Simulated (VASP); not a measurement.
## TiW3: relaxation of cell and atoms with PBE

The system is TiW3.

```
Ti W
1.0
     4.24000    0.00000    0.00000
     0.00000    4.24000    0.00000
     0.00000    0.00000    4.24000
Ti W
1 3
Direct
  0.00000 0.00000 0.00000
  0.00000 0.50000 0.50000
  0.50000 0.00000 0.50000
  0.50000 0.50000 0.00000
```

```
Program                : VASP 6.6.1
Task                   : relaxation of cell and atoms
Functional             : PBE
Potentials or basis    : VASP PAW PBE potentials, release 64 (Ti_sv, W_sv)
Cutoff                 : 500 eV
k mesh                 : 5 × 5 × 5
Occupations            : methfessel-paxton, width 0.1 eV
Spin                   : no spin polarisation
Dipole correction      : no
Further INCAR settings : ALGO = Normal; EDIFF = 1e-07; IBRION = 2; EDIFFG = -0.01; NSW = 50; ISIF = 3
```

```yaml
Relaxed_volume: 16.50 Å³/atom
Relaxed_cell: a = 4.042 Å, b = 4.042 Å, c = 4.042 Å, α = 90.00°, β = 90.00°, γ = 90.00°
Space_group_after_relaxing_to_0.1_Å: Pm-3m (No. 221)
Pressure_after_relaxing: 0.0 GPa
Band_gap_on_the_k_mesh: zero (bands 27 and 28 overlap by 2.97 eV)
```

Final structure:
```
Ti W
1.0
     4.04153    0.00000    0.00000
     0.00000    4.04153    0.00000
     0.00000    0.00000    4.04153
Ti W
1 3
Direct
  0.00000 0.00000 0.00000
  0.00000 0.50000 0.50000
  0.50000 0.00000 0.50000
  0.50000 0.50000 0.00000
```

Levels at points of the mesh, in eV from the Fermi level:
```tsv
k point	band 23	band 24	band 25	band 26	band 27	band 28	band 29	band 30	band 31	band 32
(0.00, 0.00, 0.00)	-4.02	-0.17	-0.17	-0.17	2.49	2.49	2.93	2.93	2.93	4.31
```

It took 76 s on 1 thread of Intel(R) Xeon(R) Platinum 8375C CPU @ 2.90GHz (Ice Lake), on a shared host, peak memory 0.2 GiB.

Caveat: spin-orbit coupling is left out, which moves the levels of the heavy elements.
